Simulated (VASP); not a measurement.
MoSe:

```
Mo Se
1.0
     3.57985    0.00000    0.00000
     0.00000    3.57985    0.00000
     0.00000    0.00000    3.57985
Mo Se
1 1
Direct
  0.00000 0.00000 0.00000
  0.50000 0.50000 0.50000
```

Base run:

```yaml
Program: VASP 6.6.1
Functional: PBE
Potentials_or_basis: VASP PAW PBE potentials, release 64 (Mo_sv, Se)
Cutoff: 520 eV
k_mesh: 12 × 12 × 12
Occupations: gaussian, width 0.1 eV
Spin: collinear spin, ferromagnetic start
Starting_moments: "[2.0, 0.0] μB"
Hubbard_terms: Mo d U = 4.38 eV
```

Its results: band gap on the k mesh zero (filled and empty bands overlap); pressure -4.8 GPa.

Task: The run is repeated on the same cell with these changes: spin from collinear spin, ferromagnetic start to no spin polarisation; further incar settings from ALGO = Normal; EDIFF = 1e-06; NBANDS = 21 to ALGO = Normal; EDIFF = 1e-06; NBANDS = 17. What comes out?

Result: Band gap on the k mesh 0.63 eV, indirect (least direct gap 1.08 eV); pressure -13.3 GPa.

A k mesh can miss the band edges.
